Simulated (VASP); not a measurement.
# Si2B2C: relaxation of cell and atoms with PBE

Crystal: Si2B2C.

```
CELL_PARAMETERS angstrom
2.89837 0.00000 0.00000
-1.44918 2.51006 0.00000
0.00000 0.00000 6.61761
ATOMIC_POSITIONS crystal
Si 0.33333 0.66667 0.18567
Si 0.33333 0.66667 0.81433
B 0.66667 0.33333 0.50000
B 0.00000 0.00000 0.00000
C 0.33333 0.66667 0.50000
```

| Quantity | Value |
| --- | --- |
| Program | VASP 6.6.1 |
| Task | relaxation of cell and atoms |
| Functional | PBE |
| Potentials or basis | VASP PAW PBE potentials, release 64 (Si, B, C) |
| Cutoff | 600 eV |
| k mesh | 12 × 12 × 6 |
| Occupations | gaussian, width 0.1 eV |
| Spin | no spin polarisation |
| Dipole correction | no |
| Further INCAR settings | ALGO = Normal; EDIFF = 1e-06; IBRION = 2; EDIFFG = -0.01; NSW = 100; ISIF = 3 |

| Property | Result |
| --- | --- |
| Relaxed volume | 9.67 Å³/atom |
| Relaxed cell | a = 2.920 Å, b = 2.920 Å, c = 6.552 Å, α = 90.00°, β = 90.00°, γ = 120.00° |
| Space group after relaxing (to 0.05 Å) | P-6m2 (No. 187) |
| Energy gained by relaxing | 3.1 meV/atom |
| Ionic steps | 9 |
| Pressure after relaxing | 0.0 GPa |
| Largest force after relaxing | 0.005 eV/Å |
| Band gap on the k mesh | zero (band 9 reaches 11.41 eV, above the bottom of band 10 at 7.68 eV) |

Forces on the atoms (eV/Å):
```
Si   0.000  0.000 -0.005
Si   0.000  0.000  0.005
B    0.000  0.000  0.000
B    0.000  0.000  0.000
C    0.000  0.000  0.000
```

Step by step:
```
step  energy change (eV)  largest force (eV/Å)  pressure (GPa)  volume (Å³)
   1              0.0000                0.4323            0.52        48.14
   2             -0.0132                0.2054            0.38        48.36
   3             -0.0146                0.0984            0.48        48.30
   4             -0.0146                0.0881            0.48        48.30
   5             -0.0146                0.0801            0.49        48.30
   6             -0.0151                0.0007           -0.40        48.50
   7             -0.0152                0.0169           -0.22        48.46
   8             -0.0153                0.0041           -0.08        48.40
   9             -0.0153                0.0046            0.00        48.36
```

Final structure:
```
Si B C
1.0
     2.91955    0.00000    0.00000
    -1.45977    2.52840    0.00000
     0.00000    0.00000    6.55157
Si B C
2 2 1
Direct
  0.33333 0.66667 0.18407
  0.33333 0.66667 0.81593
  0.66667 0.33333 0.50000
  0.00000 0.00000 0.00000
  0.33333 0.66667 0.50000
```

Levels at points of the mesh, in eV from the Fermi level:
```csv
k point,band 5,band 6,band 7,band 8,band 9,band 10,band 11,band 12,band 13
"(0.00, 0.00, 0.00)",-2.58,-2.37,-2.37,1.27,1.27,5.34,5.99,6.14,6.14
"(0.50, 0.00, 0.00)",-7.61,-6.01,-4.70,-1.55,-1.10,0.99,1.33,2.53,3.44
"(0.00, 0.00, 0.50)",-2.37,-2.37,1.27,1.27,1.72,2.67,5.45,5.93,5.93
"(0.50, 0.00, 0.50)",-5.87,-5.11,-4.67,-3.13,-1.69,-1.62,2.99,3.25,5.02
```

Run time: 91 s on 1 thread of Intel(R) Xeon(R) 6975P-C (Granite Rapids), on a shared host, peak memory 0.21 GiB.
